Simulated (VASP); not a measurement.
A run of VASP 6.6.1 is set up as follows.

File INCAR:

```
PREC = Accurate
ENCUT = 520
EDIFF = 1E-7
ISMEAR = 0
SIGMA = 0.1
LREAL = False
LASPH = True
NELM = 150
ALGO = Normal
ISIF = 2
LWAVE = False
LCHARG = False
ISPIN = 2
MAGMOM = 0 0 0 0 0 1
LORBIT = 11
LMAXMIX = 4
LDIPOL = True
IDIPOL = 3
DIPOL = 0.5 0.5 0.367
GGA = PE
NBANDS = 44
```

The input KPOINTS:

```
regular mesh
0
Gamma
  9 9 1
```

POSCAR

```
Ti5H
1.0
    2.9381632084      0.0000000000      0.0000000000
   -1.4690816042      2.5445239789      0.0000000000
    0.0000000000      0.0000000000     26.2117060745
Ti H
5 1
Direct
    0.6666666667      0.3333333333      0.1526035729
    0.3333333333      0.6666666667      0.2413132777
    0.6666666667      0.3333333333      0.3306032017
    0.3333333333      0.6666666667      0.4219530445
    0.6666666667      0.3333333333      0.5040383879
    1.0000000000      0.0000000000      0.5517270045
```

Potentials or basis: VASP PAW PBE potentials, release 64 (Ti_sv, H).

The run is started by

```sh
$ cat potpaw_PBE.64/Ti_sv/POTCAR potpaw_PBE.64/H/POTCAR > POTCAR
$ mpirun -np 1 vasp_std > vasp.out
```

Question: Predict the site moments.

Answer: Ti -0.62, +0.07, -0.03, -0.01, +0.01; H -0.00 μB.

Question: What does it give for the band gap on the k mesh?

Answer: Zero (filled and empty bands overlap).

Forces in eV/Å, atoms in the order of the input:
```
Ti   0.000  0.000  0.466
Ti   0.000  0.000 -0.433
Ti   0.000  0.000 -0.027
Ti   0.000  0.000 -0.404
Ti   0.000  0.000  1.207
H    0.000  0.000 -0.808
```
